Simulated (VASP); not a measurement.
Wanted: the native input for a VASP 6.6.1 run.

| Item | Value |
| --- | --- |
| Task | single point |
| Functional | PBEsol |
| Potentials or basis | VASP PAW PBE potentials, release 64 (Te) |
| Cutoff | 520 eV |
| k mesh | 8 × 8 × 8 |
| Occupations | fermi-dirac, width 0.05 eV |
| Spin | no spin polarisation |
| Dipole correction | no |
| Further INCAR settings | ALGO = Normal; EDIFF = 1e-06; NBANDS = 13 |

The structure of Te lies in POSCAR:

```
Te
1.0
    0.0000000000      3.3095529740      3.3095529740
    3.3095529740      0.0000000000      3.3095529740
    3.3095529740      3.3095529740      0.0000000000
Te
2
Direct
   -0.2600000000     -0.0800000000     -0.0800000000
    0.2600000000      0.0800000000      0.0800000000
```

This cell differs from its parent crystal: shortest bond scaled by 0.64, source ansatz.

These files were run (other wordings do the same):

INCAR

```
PREC = Accurate
ENCUT = 520
EDIFF = 1E-6
ISMEAR = -1
SIGMA = 0.05
LREAL = F
LASPH = T
NELM = 60
ALGO = Normal
ISIF = 2
LWAVE = F
LCHARG = F
GGA = PS
NBANDS = 13
```

KPOINTS

```
Automatic mesh
0
Gamma
  8 8 8
```

Potentials or basis: VASP PAW PBE potentials, release 64 (Te).

The run is started by

```console
$ cat potpaw_PBE.64/Te/POTCAR > POTCAR
$ mpirun -np 1 vasp_std > vasp.out
```

Results of the run:

| Item | Value |
| --- | --- |
| Pressure | 73.4 GPa |
| Largest force | 52.772 eV/Å |
| Band gap on the k mesh | zero (band 6 reaches 7.18 eV, above the bottom of band 7 at 5.04 eV) |

Caveat: the cell differs from its parent crystal (shortest bond scaled by 0.64, source ansatz); the PAW data sets were made with another functional, which shifts forces and pressure a little; spin-orbit coupling is left out, which moves the levels of the heavy elements.

Wall time 41 s on 1 thread of Intel Xeon 6975P-C, with other jobs on the host, peak memory 0.23 GiB.
